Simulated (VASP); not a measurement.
# In (C2/m) in VASP: a series of runs

In is run at these levels: PBE; tasks: single point.

All numbers are computed with VASP 6.6.1; they aren't measurements. Logs are shortened: lines on timing, memory, paths and dates and some standing lists are left out, and cuts for length are marked.

### Step 1. The cell of the first run

Symmetry: C2/m, No. 12, monoclinic system. The conventional cell has a = 4.608 Å, b = 4.731 Å, c = 3.371 Å, α = 90.00°, β = 131.51°, γ = 90.00°. Within 4.3 Å of In (site symmetry 2/m) lie 12 In at 3.30 to 3.47 Å.

### Step 2. Single point, PBE

INCAR reads:

```
PREC = Accurate
ENCUT = 520
EDIFF = 1E-6
ISMEAR = -1
SIGMA = 1.0
LREAL = F
LASPH = T
NELM = 80
ALGO = Normal
ISIF = 2
LWAVE = F
LCHARG = F
GGA = PE
NBANDS = 12
```

KPOINTS reads:

```
Automatic mesh
0
Gamma
  11 11 14
```

POSCAR reads:

```
In
1.0
   -1.6482197047      1.6973406184      2.5249789927
    1.6973406184     -1.6482197047      2.5249789927
    1.6043570008      1.6043570008     -2.4927016059
In
1
Direct
    0.0000000000      0.0000000000      0.0000000000
```

Potentials or basis: VASP PAW PBE potentials, release 64 (In_d).

The run is started by

```sh
$ cat potpaw_PBE.64/In_d/POTCAR > POTCAR
$ mpirun -np 1 vasp_std > vasp.out
```

OUTCAR:

```text
PREC = Accurate
   ENCUT = 520
   EDIFF = 1E-6
   ISMEAR = -1
   LREAL = F
   LASPH = T
   NELM = 80
   ISIF = 2
   GGA = PE

 ion  position               nearest neighbor table
   1  0.000  0.000  0.000-

  Warning from LATTYP: Got some problem with cell dimensions!
  Tried to take original basis but could not verify dimensions!
  LATTYP: Found a base centered monoclinic cell.
 ALAT       =     4.6077265532
 B/A-ratio  =     1.0268267285
 C/A-ratio  =     0.7315277982
 COS(beta)  =    -0.6627023839

  Lattice vectors:

 A1 = (   0.0438627039,  -3.3016976192,  -0.0322773868)
 A2 = (  -3.3016976192,   0.0438627039,  -0.0322773868)
 A3 = (   1.6043570008,   1.6043570008,  -2.4927016059)

Analysis of symmetry for initial positions (statically):
=====================================================================
 Subroutine PRICEL returns:
 Original cell was already a primitive cell.

 Routine SETGRP: Setting up the symmetry group for a
 base centered monoclinic supercell.

 Subroutine GETGRP returns: Found  4 space group operations
 (whereof  4 operations were pure point group operations)
 out of a pool of  4 trial point group operations.

The static configuration has the point symmetry C_2h.

Analysis of symmetry for dynamics (positions and initial velocities):
=====================================================================
 Subroutine PRICEL returns:
 Original cell was already a primitive cell.

 Routine SETGRP: Setting up the symmetry group for a
 base centered monoclinic supercell.

 Subroutine GETGRP returns: Found  4 space group operations
 (whereof  4 operations were pure point group operations)
 out of a pool of  4 trial point group operations.

The dynamic configuration has the point symmetry C_2h.

 Subroutine INISYM returns: Found  4 space group operations
 (whereof  4 operations are pure point group operations),
 and found     1 'primitive' translations

----------------------------------------------------------------------------------------

                                     Primitive cell

  volume of cell :      27.5152

  direct lattice vectors                    reciprocal lattice vectors
    -1.648219705  1.697340618  2.524978993     0.002091654  0.300995246  0.195073325
     1.697340618 -1.648219705  2.524978993     0.300995246  0.002091654  0.195073325
     1.604357001  1.604357001 -2.492701606     0.307011499  0.307011499 -0.005972598

  length of vectors
     3.460218531  3.460218531  3.370680060     0.358686654  0.358686654  0.434220903

  position of ions in fractional coordinates (direct lattice)
     0.000000000  0.000000000  0.000000000

  ion indices of the primitive-cell ions
   primitive index   ion index
                 1           1

----------------------------------------------------------------------------------------

 KPOINTS: Automatic mesh

Automatic generation of k-mesh.
 Grid dimensions read from file:
 generate k-points for:   11   11   14

 Generating k-lattice:

  Cartesian coordinates                     Fractional coordinates (reciprocal lattice)
     0.000190150  0.027363204  0.017733939     0.090909091  0.000000000 -0.000000000
     0.027363204  0.000190150  0.017733939     0.000000000  0.090909091 -0.000000000
     0.021929393  0.021929393 -0.000426614     0.000000000  0.000000000  0.071428571

  Length of vectors
     0.032607878  0.032607878  0.031015779

  Shift w.r.t. Gamma in fractional coordinates (k-lattice)
     0.000000000  0.000000000  0.000000000

 Subroutine IBZKPT returns following result:
 ===========================================

 Found    468 irreducible k-points:

 Following reciprocal coordinates:
            Coordinates               Weight
  0.000000  0.000000  0.000000      1.000000
  0.090909  0.000000 -0.000000      4.000000
  0.181818  0.000000 -0.000000      4.000000
  0.272727 -0.000000 -0.000000      4.000000
  0.363636  0.000000 -0.000000      4.000000
  0.454545  0.000000 -0.000000      4.000000
[... 16 lines left out ...]
 -0.272727  0.181818 -0.000000      4.000000
 -0.181818  0.181818  0.000000      2.000000
 [... further k-points ...]
   k-points           NKPTS =    468   k-points in BZ     NKDIM =    468   number of bands    NBANDS=     12
   number of dos      NEDOS =    301   number of ions     NIONS =      1
   total plane-waves  NPLWV =  21952
   dimension x,y,z NGX =    28 NGY =   28 NGZ =   28
   dimension x,y,z NGXF=    56 NGYF=   56 NGZF=   56
   ions per type =               1
   NGX,Y,Z   is equivalent  to a cutoff of  13.45, 13.45, 13.81 a.u.
   NGXF,Y,Z  is equivalent  to a cutoff of  26.91, 26.91, 27.62 a.u.
 SYSTEM =  unknown system
   PREC   = accura    normal or accurate (medium, high low for compatibility)
   ISTART =      0    job   : 0-new  1-cont  2-samecut
   ICHARG =      2    charge: 1-file 2-atom 10-const
   ISPIN  =      1    spin polarized calculation?
   LNONCOLLINEAR =      F non collinear calculations
   LSORBIT =      F    spin-orbit coupling
   LASPH  =      T    aspherical Exc in radial PAW
   ENCUT  =  520.0 eV  38.22 Ry    6.18 a.u.   6.43  6.43  6.27*2*pi/ulx,y,z
   NELM   =     80;   NELMIN=  2; NELMDL= -5     # of ELM steps
   EDIFF  = 0.1E-05   stopping-criterion for ELM
   LREAL  =      F    real-space projection
   EDIFFG = 0.1E-04   stopping-criterion for IOM
   NSW    =      0    number of steps for IOM
   IBRION =     -1    ionic relax: 0-MD 1-quasi-New 2-CG
   NFREE  =      0    steps in history (QN), initial steepest desc. (CG)
   ISIF   =      2    stress and relaxation
   ISYM   =      2    0-nonsym 1-usesym 2-fastsym
   POTIM  = 0.5000    time-step for ionic-motion
   TEBEG  =    0.0;   TEEND  =   0.0 temperature during run
   PSTRESS=    0.0 pullay stress
   NELECT =      13.0000    total number of electrons
   NUPDOWN=      -1.0000    fix difference up-down
   EMIN   =  10.00;   EMAX   =-10.00  energy-range for DOS
   EFERMI =   0.00;   METHOD = LEGACY
   ISMEAR =    -1;   SIGMA  =   1.00  broadening in eV -4-tet -1-fermi 0-gaus
   EFERMI_NEDOS =   21; number of points for ismear=-14 and -15
   IALGO  =     38    algorithm
   IMIX   =      4    mixing-type and parameters
     AMIX     =   0.40;   BMIX     =  1.00
     AMIX_MAG =   1.60;   BMIX_MAG =  1.00
  volume/ion in A,a.u.               =      27.52       185.68
  Fermi-wavevector in a.u.,A,eV,Ry     =   1.275064  2.409521 22.120188  1.625788
  Thomas-Fermi vector in A             =   2.407797
   LORBIT       =      0    0 simple, 1 ext, 2 COOP (PROOUT), +10 PAW based schemes
   GGA     = PE    functional components
   LHFCALC =     F    Hartree Fock is set to
   AEXX    =    0.0000 exact exchange contribution
   IVDW    =     0    specifies the selected vdW correction
   LEPSILON=     F    determine dielectric tensor
   LRPA    =     F    only Hartree local field effects (RPA)
 non-spin polarized calculation
  energy-cutoff  :      520.00
  volume of cell :       27.52
 maximum number of plane-waves:       753
 NGX is ok and might be reduce to    28
   NGX = 13   NGY = 13   NGZ = 13

 number of electron      12.9999999 magnetization

 Free energy of the ion-electron system (eV)
  ---------------------------------------------------
  ext. energy  EPLUGINS =         0.00000000
  ---------------------------------------------------
  free energy    TOTEN  =        -3.35541831 eV

  energy without entropy =       -1.77256743  energy(sigma->0) =       -2.56399287

 E-fermi :   6.8613     XC(G=0): -10.0155

 val. band max:        6.8232326910   @ k =  -0.3636   0.1818   0.2857
 cond. band min:       6.8623383301   @ k =  -0.2727   0.2727   0.3571
 fundamental gap:      0.0391056391
 Fermi energy:         6.8613392411

 k-point     1 :       0.0000    0.0000    0.0000
  band No.  band energies     occupation
      1      -7.6863      2.00000
      2      -7.6009      2.00000
      3      -7.5673      2.00000
      4      -7.5169      2.00000
      5      -7.4216      2.00000
      6      -2.2411      1.99978
      7      16.7618      0.00010
      8      17.0137      0.00008
      9      17.4794      0.00005
     10      18.5339      0.00002
     11      20.2276      0.00000
     12      20.5671      0.00000

 k-point     2 :       0.0909    0.0000   -0.0000
  band No.  band energies     occupation
      1      -7.6753      2.00000
      2      -7.5998      2.00000
      3      -7.5611      2.00000
      4      -7.5117      2.00000
      5      -7.4255      2.00000
      6      -2.0699      1.99974
      7      14.9041      0.00064
      8      16.6919      0.00011
      9      17.1088      0.00007
     10      18.3419      0.00002
     11      20.7661      0.00000
     12      21.0703      0.00000

 k-point     3 :       0.1818    0.0000   -0.0000
  band No.  band energies     occupation
      1      -7.6560      2.00000
      2      -7.6065      2.00000
      3      -7.5463      2.00000
      4      -7.4840      2.00000
      5      -7.4292      2.00000
      6      -1.5516      1.99956
      7      11.9434      0.01234
      8      16.0925      0.00020
      9      16.5269      0.00013
     10      18.2494      0.00002
     11      19.8901      0.00000
     12      21.9912      0.00000

 k-point     4 :       0.2727   -0.0000   -0.0000
  band No.  band energies     occupation
      1      -7.6500      2.00000
      2      -7.6246      2.00000
      3      -7.5433      2.00000
      4      -7.4264      2.00000
      5      -7.4129      2.00000
      6      -0.6785      1.99894
      7       9.1022      0.19229
      8      15.3420      0.00041
      9      16.1536      0.00018
     10      18.1971      0.00002
     11      19.0621      0.00001
     12      20.9069      0.00000

 k-point     5 :       0.3636    0.0000   -0.0000
  band No.  band energies     occupation
      1      -7.6591      2.00000
      2      -7.6411      2.00000
      3      -7.5554      2.00000
      4      -7.3827      2.00000
      5      -7.3610      2.00000
      6       0.5457      1.99639
      7       6.5315      1.16342
      8      14.7450      0.00075
      9      15.9318      0.00023
     10      18.1689      0.00002
     11      18.5221      0.00002
     12      20.0453      0.00000
[... 228 lines left out ...]
      1      -7.6855      2.00000
      2      -7.5874      2.00000
      3      -7.5173      2.00000
      4      -7.4346      2.00000
      5      -7.3223      2.00000
      6       1.7274      1.98828
      7       6.2061      1.31640
      8      12.2199      0.00937
      9      13.1687      0.00364
     10      15.9974      0.00022
     11      20.4988      0.00000
     12      21.2368      0.00000

 k-point    22 :      -0.3636    0.1818    0.0000
  band No.  band energies     occupation
      1      -7.6857      2.00000
      2      -7.5827      2.00000
      3      -7.5046      2.00000
      4      -7.4573      2.00000
      5      -7.3567      2.00000
      6       0.3858      1.99692
      7       8.5907      0.30135
      8      13.1166      0.00383
      9      13.4768      0.00268
     10      16.0180      0.00021
     11      18.5744      0.00002
     12      21.6459      0.00000

 k-point    23 :      -0.2727    0.1818   -0.0000
  band No.  band energies     occupation
      1      -7.6771      2.00000
      2      -7.5633      2.00000
      3      -7.5058      2.00000
      4      -7.4864      2.00000
      5      -7.4086      2.00000
      6      -0.6259      1.99888
      7      11.2564      0.02437
      8      13.6895      0.00216
      9      14.3698      0.00110
     10      16.3762      0.00015
     11      17.0023      0.00008
     12      22.4773      0.00000

 k-point    24 :      -0.1818    0.1818    0.0000
  band No.  band energies     occupation
      1      -7.6572      2.00000
      2      -7.5670      2.00000
      3      -7.5274      2.00000
      4      -7.5043      2.00000
      5      -7.4366      2.00000
      6      -1.2844      1.99942
      7      13.6900      0.00216
      8      14.4589      0.00100
      9      14.5789      0.00089
     10      16.3004      0.00016
     11      17.9144      0.00003
     12      22.8513      0.00000

 [... further k-points ...]
[... 5 lines left out ...]
  --------------------------------------------------------------------------------------
  -------------------------------------------------------------------------------------
  Total        0.5785371      0.5785371      0.5414974     -0.0001371     -0.0279112     -0.0279112
  in kB       33.6875781     33.6875781     31.5308004     -0.0079837     -1.6252403     -1.6252383
  external PRESSURE =      32.9686522 kB  Pullay stress =       0.0000000 kB

 VOLUME and BASIS-vectors are now :
 -----------------------------------------------------------------------------
  energy-cutoff  :      520.00
  volume of cell :       27.52
      direct lattice vectors                 reciprocal lattice vectors
    -1.648219705  1.697340618  2.524978993     0.002091654  0.300995246  0.195073325
     1.697340618 -1.648219705  2.524978993     0.300995246  0.002091654  0.195073325
     1.604357001  1.604357001 -2.492701606     0.307011499  0.307011499 -0.005972598

 POSITION                                       TOTAL-FORCE (eV/Angst)
 -----------------------------------------------------------------------------------
      0.00000      0.00000      0.00000         0.000000      0.000000      0.000000
 -----------------------------------------------------------------------------------
    total drift:                                0.000000     -0.000000     -0.000000

  FREE ENERGIE OF THE ION-ELECTRON SYSTEM (eV)
  ---------------------------------------------------
  free  energy   TOTEN  =        -3.3554183057 eV

  energy  without entropy=       -1.7725674312  energy(sigma->0) =       -2.56399287
```

It took 54 s on 1 thread of Intel Xeon 6975P-C (Granite Rapids), shared host; peak memory 0.27 GiB.

Results:

```
Free energy            : -3.3554 eV
Pressure               : 3.3 GPa
Band gap on the k mesh : zero (an odd number of electrons rules out a gap without spin polarisation)
```

Stress tensor (GPa, compression positive):
```
 3.37  0.00 -0.16
 0.00  3.37 -0.16
-0.16 -0.16  3.15
```

Caveat: the cell stands under pressure; so wide a smearing shifts energies and pressures; spin-orbit coupling is left out, which moves the levels of the heavy elements.

[end of part 1 of 2]

The gap in the log of VASP goes by the Fermi energy; the results here count the filled bands.